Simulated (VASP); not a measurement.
# TaF3 (Pm-3m) in VASP: single point with PBE

Aim: the single point of TaF3 with PBE.

All numbers are computed with VASP 6.6.1; they aren't measurements. Logs are shortened: lines on timing, memory, paths and dates and some standing lists are left out, and cuts for length are marked.

**1. The cell of the first run**

Symmetry: Pm-3m, No. 221, cubic system. Conventional cell: a = 4.167 Å, b = 4.167 Å, c = 4.167 Å, α = 90.00°, β = 90.00°, γ = 90.00°. Ta (site symmetry m-3m) has 6 F at 2.08 Å within 2.8 Å. Within 2.8 Å of F (site symmetry 4/mmm) lie 2 Ta at 2.08 Å.

**2. Single point, PBE**

Input file INCAR:

```
SYSTEM = TaF3
  ALGO = Normal
  EDIFF = 1E-6
  ENCUT = 600
  GGA = PE
  GGA_COMPAT = .False.
  ISIF = 2
  ISMEAR = -1
  LASPH = .True.
  LCHARG = .False.
  LREAL = .False.
  LWAVE = .False.
  NBANDS = 24
  NELM = 120
  PREC = Accurate
  SIGMA = 0.05
```

Input file KPOINTS:

```
k-points
0
Gamma
  8 8 8
  0 0 0
```

Input file POSCAR:

```
TaF3
1.0
    4.1666460000      0.0000000000      0.0000000000
    0.0000000000      4.1666460000      0.0000000000
    0.0000000000      0.0000000000      4.1666460000
Ta F
1 3
Direct
    0.0000000000      0.0000000000      0.0000000000
    0.0000000000      0.5000000000      0.0000000000
    0.5000000000      0.0000000000      0.0000000000
    0.0000000000      0.0000000000      0.5000000000
```

Potentials or basis: VASP PAW PBE potentials, release 64 (Ta_pv, F).

The run is started by

```bash
cat potpaw_PBE.64/Ta_pv/POTCAR potpaw_PBE.64/F/POTCAR > POTCAR
mpirun -np 1 vasp_std > vasp.out
```

OUTCAR:

```text
SYSTEM = TaF3
   EDIFF = 1E-6
   ENCUT = 600
   GGA = PE
   ISIF = 2
   ISMEAR = -1
   LASPH = .True.
   LREAL = .False.
   NELM = 120
   PREC = Accurate

 ion  position               nearest neighbor table
   1  0.000  0.000  0.000-   2 2.08   3 2.08   4 2.08   4 2.08   2 2.08   3 2.08
   2  0.000  0.500  0.000-   1 2.08   1 2.08
   3  0.500  0.000  0.000-   1 2.08   1 2.08
   4  0.000  0.000  0.500-   1 2.08   1 2.08

  LATTYP: Found a simple cubic cell.
 ALAT       =     4.1666460000

  Lattice vectors:

 A1 = (   4.1666460000,   0.0000000000,   0.0000000000)
 A2 = (   0.0000000000,   4.1666460000,   0.0000000000)
 A3 = (   0.0000000000,   0.0000000000,   4.1666460000)

Analysis of symmetry for initial positions (statically):
=====================================================================
 Subroutine PRICEL returns:
 Original cell was already a primitive cell.

 Routine SETGRP: Setting up the symmetry group for a
 simple cubic supercell.

 Subroutine GETGRP returns: Found 48 space group operations
 (whereof 48 operations were pure point group operations)
 out of a pool of 48 trial point group operations.

The static configuration has the point symmetry O_h .

Analysis of symmetry for dynamics (positions and initial velocities):
=====================================================================
 Subroutine PRICEL returns:
 Original cell was already a primitive cell.

 Routine SETGRP: Setting up the symmetry group for a
 simple cubic supercell.

 Subroutine GETGRP returns: Found 48 space group operations
 (whereof 48 operations were pure point group operations)
 out of a pool of 48 trial point group operations.

The dynamic configuration has the point symmetry O_h .

 Subroutine INISYM returns: Found 48 space group operations
 (whereof 48 operations are pure point group operations),
 and found     1 'primitive' translations

----------------------------------------------------------------------------------------

                                     Primitive cell

  volume of cell :      72.3369

  direct lattice vectors                    reciprocal lattice vectors
     4.166646000  0.000000000  0.000000000     0.240001190  0.000000000  0.000000000
     0.000000000  4.166646000  0.000000000     0.000000000  0.240001190  0.000000000
     0.000000000  0.000000000  4.166646000     0.000000000  0.000000000  0.240001190

  length of vectors
     4.166646000  4.166646000  4.166646000     0.240001190  0.240001190  0.240001190

  position of ions in fractional coordinates (direct lattice)
     0.000000000  0.000000000  0.000000000
     0.000000000  0.500000000  0.000000000
     0.500000000  0.000000000  0.000000000
     0.000000000  0.000000000  0.500000000

  ion indices of the primitive-cell ions
   primitive index   ion index
                 1           1
                 2           2
                 3           3
                 4           4

----------------------------------------------------------------------------------------

 KPOINTS: k-points

Automatic generation of k-mesh.
 Grid dimensions read from file:
 generate k-points for:    8    8    8

 Generating k-lattice:

  Cartesian coordinates                     Fractional coordinates (reciprocal lattice)
     0.030000149  0.000000000  0.000000000     0.125000000  0.000000000  0.000000000
     0.000000000  0.030000149  0.000000000     0.000000000  0.125000000  0.000000000
     0.000000000  0.000000000  0.030000149     0.000000000  0.000000000  0.125000000

  Length of vectors
     0.030000149  0.030000149  0.030000149

  Shift w.r.t. Gamma in fractional coordinates (k-lattice)
     0.000000000  0.000000000  0.000000000

 Subroutine IBZKPT returns following result:
 ===========================================

 Found     35 irreducible k-points:

 Following reciprocal coordinates:
            Coordinates               Weight
  0.000000  0.000000  0.000000      1.000000
  0.125000  0.000000  0.000000      6.000000
  0.250000  0.000000  0.000000      6.000000
  0.375000  0.000000  0.000000      6.000000
  0.500000  0.000000  0.000000      3.000000
  0.125000  0.125000  0.000000     12.000000
[... 16 lines left out ...]
  0.375000  0.375000  0.125000     24.000000
  0.500000  0.375000  0.125000     24.000000
 [... further k-points ...]
   k-points           NKPTS =     35   k-points in BZ     NKDIM =     35   number of bands    NBANDS=     24
   number of dos      NEDOS =    301   number of ions     NIONS =      4
   total plane-waves  NPLWV =  46656
   dimension x,y,z NGX =    36 NGY =   36 NGZ =   36
   dimension x,y,z NGXF=    72 NGYF=   72 NGZF=   72
   ions per type =               1   3
   NGX,Y,Z   is equivalent  to a cutoff of  14.36, 14.36, 14.36 a.u.
   NGXF,Y,Z  is equivalent  to a cutoff of  28.73, 28.73, 28.73 a.u.
 SYSTEM =  TaF3
   PREC   = accura    normal or accurate (medium, high low for compatibility)
   ISTART =      0    job   : 0-new  1-cont  2-samecut
   ICHARG =      2    charge: 1-file 2-atom 10-const
   ISPIN  =      1    spin polarized calculation?
   LNONCOLLINEAR =      F non collinear calculations
   LSORBIT =      F    spin-orbit coupling
   LASPH  =      T    aspherical Exc in radial PAW
   ENCUT  =  600.0 eV  44.10 Ry    6.64 a.u.   8.32  8.32  8.32*2*pi/ulx,y,z
   NELM   =    120;   NELMIN=  2; NELMDL= -5     # of ELM steps
   EDIFF  = 0.1E-05   stopping-criterion for ELM
   LREAL  =      F    real-space projection
   EDIFFG = 0.1E-04   stopping-criterion for IOM
   NSW    =      0    number of steps for IOM
   IBRION =     -1    ionic relax: 0-MD 1-quasi-New 2-CG
   NFREE  =      0    steps in history (QN), initial steepest desc. (CG)
   ISIF   =      2    stress and relaxation
   ISYM   =      2    0-nonsym 1-usesym 2-fastsym
   POTIM  = 0.5000    time-step for ionic-motion
   TEBEG  =    0.0;   TEEND  =   0.0 temperature during run
   PSTRESS=    0.0 pullay stress
   NELECT =      32.0000    total number of electrons
   NUPDOWN=      -1.0000    fix difference up-down
   EMIN   =  10.00;   EMAX   =-10.00  energy-range for DOS
   EFERMI =   0.00;   METHOD = LEGACY
   ISMEAR =    -1;   SIGMA  =   0.05  broadening in eV -4-tet -1-fermi 0-gaus
   EFERMI_NEDOS =   21; number of points for ismear=-14 and -15
   IALGO  =     38    algorithm
   IMIX   =      4    mixing-type and parameters
     AMIX     =   0.40;   BMIX     =  1.00
     AMIX_MAG =   1.60;   BMIX_MAG =  1.00
  volume/ion in A,a.u.               =      18.08       122.04
  Fermi-wavevector in a.u.,A,eV,Ry     =   1.247398  2.357240 21.170674  1.556001
  Thomas-Fermi vector in A             =   2.381532
   LORBIT       =      0    0 simple, 1 ext, 2 COOP (PROOUT), +10 PAW based schemes
   GGA     = PE    functional components
   LHFCALC =     F    Hartree Fock is set to
   AEXX    =    0.0000 exact exchange contribution
   IVDW    =     0    specifies the selected vdW correction
   LEPSILON=     F    determine dielectric tensor
   LRPA    =     F    only Hartree local field effects (RPA)
 non-spin polarized calculation
  energy-cutoff  :      600.00
  volume of cell :       72.34
 maximum number of plane-waves:      2469
 NGX is ok and might be reduce to    36
   NGX = 17   NGY = 17   NGZ = 17

 number of electron      32.0000022 magnetization

 Free energy of the ion-electron system (eV)
  ---------------------------------------------------
  ext. energy  EPLUGINS =         0.00000000
  ---------------------------------------------------
  free energy    TOTEN  =       -26.79769446 eV

  energy without entropy =      -26.77823084  energy(sigma->0) =      -26.78796265

 E-fermi :   2.9662     XC(G=0):  -8.1631

 val. band max:        2.8956795979   @ k =   0.0000   0.0000   0.0000
 cond. band min:       3.0384825179   @ k =   0.3750   0.0000   0.0000
 fundamental gap:      0.1428029201
 Fermi energy:         2.9661947060

 k-point     1 :       0.0000    0.0000    0.0000
  band No.  band energies     occupation
      1     -33.9666      2.00000
      2     -33.9666      2.00000
      3     -33.9666      2.00000
      4     -24.4241      2.00000
      5     -24.1535      2.00000
      6     -24.1535      2.00000
[... 16 lines left out ...]
     23      11.8072      0.00000
     24      11.8074      0.00000

 k-point     2 :       0.1250    0.0000    0.0000
  band No.  band energies     occupation
      1     -33.9867      2.00000
      2     -33.9663      2.00000
      3     -33.9663      2.00000
      4     -24.3941      2.00000
      5     -24.1529      2.00000
      6     -24.1021      2.00000
[... 16 lines left out ...]
     23      11.1086      0.00000
     24      11.9275      0.00000

 k-point     3 :       0.2500    0.0000    0.0000
  band No.  band energies     occupation
      1     -34.0344      2.00000
      2     -33.9656      2.00000
      3     -33.9656      2.00000
      4     -24.3539      2.00000
      5     -24.1518      2.00000
      6     -23.9426      2.00000
[... 16 lines left out ...]
     23      11.3091      0.00000
     24      12.1747      0.00000

 k-point     4 :       0.3750    0.0000    0.0000
  band No.  band energies     occupation
      1     -34.0812      2.00000
      2     -33.9648      2.00000
      3     -33.9648      2.00000
      4     -24.3354      2.00000
      5     -24.1506      2.00000
      6     -23.7559      2.00000
[... 16 lines left out ...]
     23      11.8267      0.00000
     24      12.4983      0.00000

 k-point     5 :       0.5000    0.0000    0.0000
  band No.  band energies     occupation
      1     -34.1003      2.00000
      2     -33.9646      2.00000
      3     -33.9646      2.00000
      4     -24.3305      2.00000
      5     -24.1502      2.00000
      6     -23.6741      2.00000
[... 451 lines left out ...]
 k-point    22 :       0.5000    0.2500    0.1250
  band No.  band energies     occupation
      1     -34.0988      2.00000
      2     -34.0320      2.00000
      3     -33.9836      2.00000
      4     -24.1749      2.00000
      5     -23.9434      2.00000
      6     -23.6718      2.00000
[... 16 lines left out ...]
     23      10.6704      0.00000
     24      10.7510      0.00000

 k-point    23 :       0.3750    0.3750    0.1250
  band No.  band energies     occupation
      1     -34.0791      2.00000
      2     -34.0789      2.00000
      3     -33.9832      2.00000
      4     -24.1629      2.00000
      5     -23.7654      2.00000
      6     -23.7427      2.00000
[... 16 lines left out ...]
     23       8.7985      0.00000
     24      10.6471      0.00000

 k-point    24 :       0.5000    0.3750    0.1250
  band No.  band energies     occupation
      1     -34.0980      2.00000
      2     -34.0787      2.00000
      3     -33.9829      2.00000
      4     -24.1595      2.00000
      5     -23.7536      2.00000
      6     -23.6706      2.00000
[... 16 lines left out ...]
     23       9.3395      0.00000
     24       9.8854      0.00000

 [... further k-points ...]
[... 5 lines left out ...]
  --------------------------------------------------------------------------------------
  -------------------------------------------------------------------------------------
  Total       -1.4190450     -1.4190450     -1.4190450      0.0000000     -0.0000000      0.0000000
  in kB      -31.4301848    -31.4301848    -31.4301848      0.0000000     -0.0000000      0.0000000
  external PRESSURE =     -31.4301848 kB  Pullay stress =       0.0000000 kB

 VOLUME and BASIS-vectors are now :
 -----------------------------------------------------------------------------
  energy-cutoff  :      600.00
  volume of cell :       72.34
      direct lattice vectors                 reciprocal lattice vectors
     4.166646000  0.000000000  0.000000000     0.240001190  0.000000000  0.000000000
     0.000000000  4.166646000  0.000000000     0.000000000  0.240001190  0.000000000
     0.000000000  0.000000000  4.166646000     0.000000000  0.000000000  0.240001190

 POSITION                                       TOTAL-FORCE (eV/Angst)
 -----------------------------------------------------------------------------------
      0.00000      0.00000      0.00000         0.000000      0.000000      0.000000
      0.00000      2.08332      0.00000         0.000000      0.000000      0.000000
      2.08332      0.00000      0.00000         0.000000      0.000000      0.000000
      0.00000      0.00000      2.08332         0.000000      0.000000      0.000000
 -----------------------------------------------------------------------------------
    total drift:                                0.000000      0.000000     -0.000000

  FREE ENERGIE OF THE ION-ELECTRON SYSTEM (eV)
  ---------------------------------------------------
  free  energy   TOTEN  =       -26.7976944556 eV

  energy  without entropy=      -26.7782308420  energy(sigma->0) =      -26.78796265
```

Run time: 61 s. Hardware: 1 thread of Intel Xeon 6975P-C, shared host; peak memory 0.24 GiB.

What came out:

* Free energy: -26.7977 eV
* Pressure: -3.1 GPa
* Band gap on the k mesh: zero (band 16 reaches 4.17 eV, above the bottom of band 17 at 2.10 eV)

Levels at points of the mesh, in eV from the Fermi level:
| k point | band 13 | band 14 | band 15 | band 16 | band 17 | band 18 | band 19 | band 20 |
| --- | --- | --- | --- | --- | --- | --- | --- | --- |
| (0.00, 0.00, 0.00) | -7.84 | -7.84 | -7.84 | -0.87 | -0.87 | -0.87 | -0.07 | 1.66 |
| (0.50, 0.00, 0.00) | -7.93 | -7.87 | -7.87 | -0.81 | 0.24 | 0.24 | 1.64 | 1.73 |
| (0.50, 0.50, 0.00) | -8.13 | -8.13 | -7.35 | 0.30 | 0.30 | 1.08 | 2.07 | 5.11 |
| (0.50, 0.50, 0.50) | -7.35 | -7.35 | -7.35 | 1.20 | 1.20 | 1.20 | 4.65 | 5.49 |

Caveat: spin-orbit coupling is left out, which moves the levels of the heavy elements.
